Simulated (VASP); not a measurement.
Sc3Te:

```
CELL_PARAMETERS angstrom
6.36170 0.00000 0.00000
-3.18085 5.50939 0.00000
0.00000 0.00000 5.10436
ATOMIC_POSITIONS crystal
Sc 0.33429 0.16715 0.75000
Sc 0.83285 0.16715 0.75000
Sc 0.83285 0.66571 0.75000
Sc 0.66571 0.83285 0.25000
Sc 0.16715 0.83285 0.25000
Sc 0.16715 0.33429 0.25000
Te 0.66667 0.33333 0.25000
Te 0.33333 0.66667 0.75000
```

Base run:

```yaml
Program: VASP 6.6.1
Functional: PBE
Potentials_or_basis: VASP PAW PBE potentials, release 64 (Sc_sv, Te)
Cutoff: 520 eV
k_mesh: 4 × 4 × 4
Occupations: methfessel-paxton, width 0.1 eV
Spin: no spin polarisation
```

Its results: band gap on the k mesh zero (bands 39 and 40 overlap by 0.58 eV); pressure 0.2 GPa; largest force 0.017 eV/Å.

Q: The run is repeated on the same cell with these changes: dispersion from none to D4. What comes out?

A: Band gap on the k mesh zero (bands 39 and 40 overlap by 0.58 eV); pressure -2.4 GPa; largest force 0.013 eV/Å.

Dispersion adds attraction, which lowers the pressure at fixed volume and, as a term added to the energy, leaves the levels alone.

Caveats: spin-orbit coupling is left out, which moves the levels of the heavy elements.
